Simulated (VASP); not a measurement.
# LiCaI3 (Pm-3m) in VASP: notebook

The runs below take LiCaI3 through single point, with PBE.

All numbers are computed with VASP 6.6.1; they aren't measurements. Logs are shortened: lines on timing, memory, paths and dates and some standing lists are left out, and cuts for length are marked.

## Step 1: The cell of the first run

The structure is cubic, space group Pm-3m (No. 221). The conventional cell has a = 5.546 Å, b = 5.546 Å, c = 5.546 Å, α = 90.00°, β = 90.00°, γ = 90.00°. Within 5.1 Å of Ca (site symmetry m-3m) lie 12 I at 3.92 Å and 8 Li at 4.80 Å. Within 3.7 Å of Li (site symmetry m-3m) lie 6 I at 2.77 Å. I (site symmetry 4/mmm) has 2 Li at 2.77 Å within 3.7 Å.

## Step 2: Single point, PBE

Contents of INCAR:

```
SYSTEM = LiCaI3
  ALGO = Normal
  EDIFF = 1E-6
  ENCUT = 750
  GGA = PE
  GGA_COMPAT = .FALSE.
  ISIF = 2
  ISMEAR = 1
  LASPH = .TRUE.
  LCHARG = .FALSE.
  LREAL = .FALSE.
  LWAVE = .FALSE.
  NBANDS = 25
  NELM = 120
  PREC = Accurate
  SIGMA = 0.02
```

Contents of KPOINTS:

```
k-points
0
G
  3 3 3
  0 0 0
```

Contents of POSCAR:

```
LiCaI3
1.0
    5.5463954858      0.0000000000      0.0000000000
    0.0000000000      5.5463954858      0.0000000000
    0.0000000000      0.0000000000      5.5463954858
Ca Li I
1 1 3
Direct
    0.0000000000      0.0000000000      0.0000000000
    0.5000000000      0.5000000000      0.5000000000
    0.5000000000      0.5000000000      0.0000000000
    0.0000000000      0.5000000000      0.5000000000
    0.5000000000      0.0000000000      0.5000000000
```

Potentials or basis: VASP PAW PBE potentials, release 64 (Ca_sv, Li_sv, I).

On the command line:

```
cat potpaw_PBE.64/Ca_sv/POTCAR potpaw_PBE.64/Li_sv/POTCAR potpaw_PBE.64/I/POTCAR > POTCAR
mpirun -np 1 vasp_std > vasp.out
```

OUTCAR:

```text
SYSTEM = LiCaI3
   EDIFF = 1E-6
   ENCUT = 750
   GGA = PE
   ISIF = 2
   ISMEAR = 1
   LASPH = .TRUE.
   LREAL = .FALSE.
   NELM = 120
   PREC = Accurate

 ion  position               nearest neighbor table
   1  0.000  0.000  0.000-
   2  0.500  0.500  0.500-   3 2.77   4 2.77   5 2.77   3 2.77   5 2.77   4 2.77
   3  0.500  0.500  0.000-   2 2.77   2 2.77
   4  0.000  0.500  0.500-   2 2.77   2 2.77
   5  0.500  0.000  0.500-   2 2.77   2 2.77

  LATTYP: Found a simple cubic cell.
 ALAT       =     5.5463954858

  Lattice vectors:

 A1 = (   5.5463954858,   0.0000000000,   0.0000000000)
 A2 = (   0.0000000000,   5.5463954858,   0.0000000000)
 A3 = (   0.0000000000,   0.0000000000,   5.5463954858)

Analysis of symmetry for initial positions (statically):
=====================================================================
 Subroutine PRICEL returns:
 Original cell was already a primitive cell.

 Routine SETGRP: Setting up the symmetry group for a
 simple cubic supercell.

 Subroutine GETGRP returns: Found 48 space group operations
 (whereof 48 operations were pure point group operations)
 out of a pool of 48 trial point group operations.

The static configuration has the point symmetry O_h .

Analysis of symmetry for dynamics (positions and initial velocities):
=====================================================================
 Subroutine PRICEL returns:
 Original cell was already a primitive cell.

 Routine SETGRP: Setting up the symmetry group for a
 simple cubic supercell.

 Subroutine GETGRP returns: Found 48 space group operations
 (whereof 48 operations were pure point group operations)
 out of a pool of 48 trial point group operations.

The dynamic configuration has the point symmetry O_h .

 Subroutine INISYM returns: Found 48 space group operations
 (whereof 48 operations are pure point group operations),
 and found     1 'primitive' translations

----------------------------------------------------------------------------------------

                                     Primitive cell

  volume of cell :     170.6210
[... 68 lines left out ...]
   ISPIN  =      1    spin polarized calculation?
   LNONCOLLINEAR =      F non collinear calculations
   LSORBIT =      F    spin-orbit coupling
   LASPH  =      T    aspherical Exc in radial PAW
   ENCUT  =  750.0 eV  55.12 Ry    7.42 a.u.  12.39 12.39 12.39*2*pi/ulx,y,z
   NELM   =    120;   NELMIN=  2; NELMDL= -5     # of ELM steps
   EDIFF  = 0.1E-05   stopping-criterion for ELM
   LREAL  =      F    real-space projection
   EDIFFG = 0.1E-04   stopping-criterion for IOM
   NSW    =      0    number of steps for IOM
   IBRION =     -1    ionic relax: 0-MD 1-quasi-New 2-CG
   NFREE  =      0    steps in history (QN), initial steepest desc. (CG)
   ISIF   =      2    stress and relaxation
   ISYM   =      2    0-nonsym 1-usesym 2-fastsym
   POTIM  = 0.5000    time-step for ionic-motion
   TEBEG  =    0.0;   TEEND  =   0.0 temperature during run
   PSTRESS=    0.0 pullay stress
   NELECT =      34.0000    total number of electrons
   NUPDOWN=      -1.0000    fix difference up-down
   EMIN   =  10.00;   EMAX   =-10.00  energy-range for DOS
   EFERMI =   0.00;   METHOD = LEGACY
   ISMEAR =     1;   SIGMA  =   0.02  broadening in eV -4-tet -1-fermi 0-gaus
   EFERMI_NEDOS =   21; number of points for ismear=-14 and -15
   IALGO  =     38    algorithm
   IMIX   =      4    mixing-type and parameters
     AMIX     =   0.40;   BMIX     =  1.00
     AMIX_MAG =   1.60;   BMIX_MAG =  1.00
  volume/ion in A,a.u.               =      34.12       230.28
  Fermi-wavevector in a.u.,A,eV,Ry     =   0.956218  1.806990 12.440529  0.914353
  Thomas-Fermi vector in A             =   2.085126
   LORBIT       =      0    0 simple, 1 ext, 2 COOP (PROOUT), +10 PAW based schemes
   GGA     = PE    functional components
   LHFCALC =     F    Hartree Fock is set to
   AEXX    =    0.0000 exact exchange contribution
   IVDW    =     0    specifies the selected vdW correction
   LEPSILON=     F    determine dielectric tensor
   LRPA    =     F    only Hartree local field effects (RPA)
 non-spin polarized calculation
 Methfessel and Paxton  Order N= 1 SIGMA  =   0.02
  energy-cutoff  :      750.00
  volume of cell :      170.62
 maximum number of plane-waves:      8025
 NGX is ok and might be reduce to    50
   NGX = 25   NGY = 25   NGZ = 25

 number of electron      33.9999993 magnetization

 Free energy of the ion-electron system (eV)
  ---------------------------------------------------
  ext. energy  EPLUGINS =         0.00000000
  ---------------------------------------------------
  free energy    TOTEN  =       -13.60967633 eV

  energy without entropy =      -13.60967633  energy(sigma->0) =      -13.60967633

 E-fermi :   2.8397     XC(G=0):  -8.1965

 val. band max:        2.7008809688   @ k =   0.3333   0.3333   0.3333
 cond. band min:       4.0784778563   @ k =   0.0000   0.0000   0.0000
 fundamental gap:      1.3775968874
 Fermi energy:         2.8397369047

 k-point     1 :       0.0000    0.0000    0.0000
  band No.  band energies     occupation
      1     -42.1379      2.00000
      2     -40.0178      2.00000
      3     -20.9289      2.00000
      4     -20.9289      2.00000
      5     -20.9289      2.00000
      6      -9.2945      2.00000
[... 101 lines left out ...]
     24       7.9051      0.00000
     25       8.3134      0.00000

------------------------ aborting loop because EDIFF is reached ----------------------------------------

  FORCE on cell =-STRESS in cart. coord.  units (eV):
  Direction    XX          YY          ZZ          XY          YZ          ZX
  --------------------------------------------------------------------------------------
  -------------------------------------------------------------------------------------
  Total        0.0153843      0.0153843      0.0153843      0.0000000      0.0000000     -0.0000000
  in kB        0.1444629      0.1444629      0.1444629      0.0000000      0.0000000     -0.0000000
  external PRESSURE =       0.1444629 kB  Pullay stress =       0.0000000 kB

 VOLUME and BASIS-vectors are now :
 -----------------------------------------------------------------------------
  energy-cutoff  :      750.00
  volume of cell :      170.62
      direct lattice vectors                 reciprocal lattice vectors
     5.546395486  0.000000000  0.000000000     0.180297276  0.000000000  0.000000000
     0.000000000  5.546395486  0.000000000     0.000000000  0.180297276  0.000000000
     0.000000000  0.000000000  5.546395486     0.000000000  0.000000000  0.180297276

 POSITION                                       TOTAL-FORCE (eV/Angst)
 -----------------------------------------------------------------------------------
      0.00000      0.00000      0.00000         0.000000      0.000000      0.000000
      2.77320      2.77320      2.77320         0.000000      0.000000      0.000000
      2.77320      2.77320      0.00000         0.000000      0.000000      0.000000
      0.00000      2.77320      2.77320         0.000000      0.000000      0.000000
      2.77320      0.00000      2.77320         0.000000      0.000000      0.000000
 -----------------------------------------------------------------------------------
    total drift:                                0.000000     -0.000000      0.000000

  FREE ENERGIE OF THE ION-ELECTRON SYSTEM (eV)
  ---------------------------------------------------
  free  energy   TOTEN  =       -13.6096763275 eV

  energy  without entropy=      -13.6096763275  energy(sigma->0) =      -13.60967633
```

OSZICAR:

```text
N       E                     dE             d eps       ncg     rms          rms(c)
DAV:   1     0.280498204546E+03    0.28050E+03   -0.17009E+04   200   0.158E+03
DAV:   2     0.910709879328E+01   -0.27139E+03   -0.26063E+03   267   0.302E+02
DAV:   3    -0.123374263834E+02   -0.21445E+02   -0.21324E+02   294   0.714E+01
DAV:   4    -0.142784951029E+02   -0.19411E+01   -0.19336E+01   360   0.171E+01
DAV:   5    -0.143924711036E+02   -0.11398E+00   -0.11397E+00   288   0.308E+00    0.615E+00
DAV:   6    -0.138435575093E+02    0.54891E+00   -0.46047E-01   247   0.302E+00    0.375E+00
DAV:   7    -0.136098895513E+02    0.23367E+00   -0.70531E-01   246   0.368E+00    0.891E-01
DAV:   8    -0.136109784078E+02   -0.10889E-02   -0.11067E-01   260   0.149E+00    0.260E-01
DAV:   9    -0.136098949689E+02    0.10834E-02   -0.33306E-03   270   0.309E-01    0.137E-01
DAV:  10    -0.136095392741E+02    0.35569E-03   -0.11384E-03   270   0.151E-01    0.943E-02
DAV:  11    -0.136096888202E+02   -0.14955E-03   -0.85938E-04   293   0.145E-01    0.357E-02
DAV:  12    -0.136096808442E+02    0.79760E-05   -0.34741E-05   223   0.365E-02    0.204E-02
DAV:  13    -0.136096780603E+02    0.27839E-05   -0.34379E-06   262   0.105E-02    0.105E-02
DAV:  14    -0.136096761803E+02    0.18801E-05   -0.29011E-06   196   0.837E-03    0.172E-03
DAV:  15    -0.136096763275E+02   -0.14719E-06   -0.10856E-06   152   0.439E-03
   1 F= -.13609676E+02 E0= -.13609676E+02  d E =0.371282E-21
```

stdout:

```text
POSCAR found type information on POSCAR CaLiI
 POSCAR found :  3 types and       5 ions
 scaLAPACK will be used
 LDA part: xc-table for (Slater+PW92), standard interpolation
 POSCAR, INCAR and KPOINTS ok, starting setup
 FFT: planning ... GRIDC
 FFT: planning ... GRID_SOFT
 FFT: planning ... GRID
 WAVECAR not read
 entering main loop
```

It took 77 s on 1 thread of Intel Xeon 8259CL, shared host; peak memory 0.36 GiB.

What came out:

| Item | Value |
| --- | --- |
| Free energy | -13.6097 eV |
| Pressure | 0.0 GPa |
| Band gap on the k mesh | 1.38 eV, indirect (least direct gap 1.51 eV) |

Levels at points of the mesh, in eV from the valence-band top:
| k point | band 15 | band 16 | band 17 | band 18 | band 19 | band 20 |
| --- | --- | --- | --- | --- | --- | --- |
| (0.00, 0.00, 0.00) | -0.13 | -0.13 | -0.13 | 1.38 | 2.26 | 2.26 |

Caveat: spin-orbit coupling is left out, which moves the levels of the heavy elements. PBE gaps usually lie below the measured ones, often by a third to a half.

## Step 3: Single point, PBE

This run uses another cell than the first one, of 33.44 Å³/atom, 0.980 times its volume.

Contents of INCAR:

```
SYSTEM = LiCaI3
PREC = Accurate
ENCUT = 750
EDIFF = 1E-6
ISMEAR = 1
SIGMA = 0.02
LREAL = .False.
LASPH = .True.
NELM = 120
ALGO = Normal
ISIF = 2
LWAVE = .False.
LCHARG = .False.
GGA = PE
NBANDS = 25
GGA_COMPAT = .False.
```

Contents of KPOINTS:

```
regular mesh
0
Gamma
  3 3 3
  0 0 0
```

Edit POSCAR of step 2 so:

```diff
@@ -2,5 +2,5 @@
 1.0
-    5.5463954858      0.0000000000      0.0000000000
-    0.0000000000      5.5463954858      0.0000000000
-    0.0000000000      0.0000000000      5.5463954858
+    5.5091702335      0.0000000000      0.0000000000
+    0.0000000000      5.5091702335      0.0000000000
+    0.0000000000      0.0000000000      5.5091702335
 Ca Li I
```

Potentials or basis: VASP PAW PBE potentials, release 64 (Ca_sv, Li_sv, I).

On the command line:

```
cat potpaw_PBE.64/Ca_sv/POTCAR potpaw_PBE.64/Li_sv/POTCAR potpaw_PBE.64/I/POTCAR > POTCAR
mpirun -np 1 vasp_std > vasp.out
```

Wall time 74 s (1 thread of Intel Xeon 8259CL, shared host); peak memory 0.36 GiB.

Results (log left out):

* Free energy: -13.6042 eV
* Pressure: 0.5 GPa
* Band gap on the k mesh: 1.39 eV, indirect (least direct gap 1.52 eV)

Levels at points of the mesh, in eV from the valence-band top:
```tsv
k point	band 14	band 15	band 16	band 17	band 18	band 19	band 20	band 21
(0.00, 0.00, 0.00)	-0.89	-0.13	-0.13	-0.13	1.39	2.27	2.27	2.53
```

Caveat: spin-orbit coupling is left out, which moves the levels of the heavy elements. A k mesh can miss the band edges.

## Step 4: Single point, PBE

This run uses another cell than the first one, of 34.81 Å³/atom, 1.020 times its volume.

Contents of INCAR:

```
  ALGO = Normal
  EDIFF = 1E-6
  ENCUT = 750
  GGA = PE
  GGA_COMPAT = False
  ISIF = 2
  ISMEAR = 1
  LASPH = True
  LCHARG = False
  LREAL = False
  LWAVE = False
  NBANDS = 25
  NELM = 120
  PREC = Accurate
  SIGMA = 0.02
```

Contents of KPOINTS:

```
k-points
0
Gamma
  3 3 3
```

Edit POSCAR of step 3 so:

```diff
@@ -2,5 +2,5 @@
 1.0
-    5.5091702335      0.0000000000      0.0000000000
-    0.0000000000      5.5091702335      0.0000000000
-    0.0000000000      0.0000000000      5.5091702335
+    5.5831276523      0.0000000000      0.0000000000
+    0.0000000000      5.5831276523      0.0000000000
+    0.0000000000      0.0000000000      5.5831276523
 Ca Li I
```

On the command line:

```
cat potpaw_PBE.64/Ca_sv/POTCAR potpaw_PBE.64/Li_sv/POTCAR potpaw_PBE.64/I/POTCAR > POTCAR
mpirun -np 1 vasp_std > vasp.out
```

It took 84 s on 1 thread of Intel Xeon 8259CL, shared host; peak memory 0.36 GiB.

It converged, with:

```yaml
Free_energy: -13.6050 eV
Pressure: -0.4 GPa
Band_gap_on_the_k_mesh: 1.37 eV, indirect (least direct gap 1.49 eV)
```

Levels at points of the mesh, in eV from the valence-band top:
| k point | band 14 | band 15 | band 16 | band 17 | band 18 | band 19 | band 20 | band 21 |
| --- | --- | --- | --- | --- | --- | --- | --- | --- |
| (0.00, 0.00, 0.00) | -0.83 | -0.12 | -0.12 | -0.12 | 1.37 | 2.25 | 2.25 | 2.49 |

Caveat: spin-orbit coupling is left out, which moves the levels of the heavy elements. A k mesh can miss the band edges.

## Step 5: Overview

```tsv
cell	gap on the mesh (eV)	pressure (GPa)
a = 5.546 Å, 5 atoms	1.38	0.0
a = 5.509 Å, 5 atoms	1.39	0.5
a = 5.583 Å, 5 atoms	1.37	-0.4
```

Alike in all rows: task single point; level PBE; potentials or basis VASP PAW PBE potentials, release 64 (Ca_sv, Li_sv, I); no spin polarisation; k mesh 3 × 3 × 3; cutoff (eV) 750; smearing methfessel-paxton 0.02 eV.

Caveats: spin-orbit coupling is left out, which moves the levels of the heavy elements.

Total energies depend on the potentials used, so only differences within one code and one set of settings carry meaning.
